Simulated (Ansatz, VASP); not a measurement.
**One calculation of KCl, two programs**

```
CELL_PARAMETERS angstrom
3.61887 0.00000 0.00000
0.00000 3.61887 0.00000
0.00000 0.00000 3.61887
ATOMIC_POSITIONS crystal
K 0.00000 0.00000 0.00000
Cl 0.50000 0.50000 0.50000
```

Alike in both runs: task single point; functional PBE; k mesh 8 × 8 × 8; occupations gaussian, width 0.05 eV; no spin polarisation.

|  | VASP | Ansatz |
| --- | --- | --- |
| version | VASP 6.6.1 | Ansatz 0.2.0 |
| potentials or method | VASP PAW PBE potentials, release 64 (K_sv, Cl), cutoff 520 eV | scalar-relativistic, plane waves, PAW |
| valence electrons in the cell | 16 | 16 |

|  | VASP | Ansatz | Ansatz less VASP |
| --- | --- | --- | --- |
| gap on the k mesh at the Fermi level (eV) | 5.65 | 5.65 | +0.003 |
| least direct gap on the mesh (eV) | 5.88 | 5.88 | +0.002 |
| pressure (GPa) | 5.0 | 5.0 | -0.07 |

With one functional, cell and mesh, what is left measures potentials, basis and numerics.
